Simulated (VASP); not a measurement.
Wanted: the native input for a VASP 6.6.1 run.

```yaml
Task: single point
Functional: PBE
Potentials_or_basis: VASP PAW PBE potentials, release 64 (W_sv, S)
Cutoff: 520 eV
k_mesh: 12 × 12 × 2
Occupations: gaussian, width 0.02 eV
Spin: no spin polarisation
Dipole_correction: no
Further_INCAR_settings: ALGO = Normal; EDIFF = 1e-06; NBANDS = 35
```

The structure of WS2 lies in POSCAR:

```
WS2
1.0
    3.1875106495      0.0000000000      0.0000000000
   -1.5937553247      2.7604651973      0.0000000000
    0.0000000000      0.0000000000     24.1668539740
W S
2 4
Direct
    0.3333333333      0.6666666667      0.6537563358
    0.6666666667      0.3333333333      0.3462436642
    0.3333333333      0.6666666667      0.2812318455
    0.6666666667      0.3333333333      0.5887410241
    0.3333333333      0.6666666667      0.4112589759
    0.6666666667      0.3333333333      0.7187681545
```

One way to write it, as run:

INCAR

```
SYSTEM = WS2
  PREC = Accurate
  ENCUT = 520
  EDIFF = 1E-6
  ISMEAR = 0
  SIGMA = 0.02
  LREAL = .FALSE.
  LASPH = .TRUE.
  NELM = 80
  ALGO = Normal
  ISIF = 2
  LWAVE = .FALSE.
  LCHARG = .TRUE.
  GGA = PE
  LELF = .TRUE.
  LVHAR = .TRUE.
  NBANDS = 35
```

KPOINTS

```
Automatic mesh
0
G
  12 12 2
  0 0 0
```

Potentials or basis: VASP PAW PBE potentials, release 64 (W_sv, S).

Command:

```sh
$ cat potpaw_PBE.64/W_sv/POTCAR potpaw_PBE.64/S/POTCAR > POTCAR
$ mpirun -np 1 vasp_std > vasp.out
```

Results of the run:

| Quantity | Value |
| --- | --- |
| Largest force | 0.003 eV/Å |
| Band gap on the k mesh | 1.74 eV (least direct gap 1.81 eV) |

Caveat: spin-orbit coupling is left out, which moves the levels of the heavy elements.

Run time: 4.8 min on 1 thread of Intel(R) Xeon(R) Platinum 8259CL CPU @ 2.50GHz (Skylake/Cascade Lake), on a shared host, peak memory 0.45 GiB.
